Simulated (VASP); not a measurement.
A run of VASP 6.6.1:

The input INCAR:

```
SYSTEM = AlCu3
ALGO = Fast
EDIFF = 1E-8
ENCUT = 520
IBRION = 8
ISIF = 2
ISMEAR = -1
LASPH = .TRUE.
LCHARG = .TRUE.
LREAL = .FALSE.
LWAVE = .FALSE.
NELM = 60
NSW = 1
PREC = Accurate
SIGMA = 0.15
```

File KPOINTS:

```
k-points
0
G
  12 12 12
  0 0 0
```

The input POSCAR:

```
AlCu3
1.0
    0.0000000000      2.8688762066      2.8688762066
    2.8688762066      0.0000000000      2.8688762066
    2.8688762066      2.8688762066      0.0000000000
Al Cu
1 3
Direct
    0.0000000000      0.0000000000      0.0000000000
    0.5000000000      0.5000000000      0.5000000000
    0.2500000000      0.2500000000      0.2500000000
    0.7500000000      0.7500000000      0.7500000000
```

Potentials or basis: VASP PAW LDA potentials, release 64 (Al, Cu).

Command:

```console
$ cat potpaw_LDA.64/Al/POTCAR potpaw_LDA.64/Cu/POTCAR > POTCAR
$ mpirun -np 1 vasp_std > vasp.out
```

Hardware: 1 thread of Intel(R) Xeon(R) 6975P-C (Granite Rapids) (shared host).

Question: Estimate the wall time of this run.

Answer: Run time: 7.5 min on 1 thread of Intel(R) Xeon(R) 6975P-C (Granite Rapids), with other jobs on the host, peak memory 0.64 GiB. Counts: scf iterations 61, k points 72.
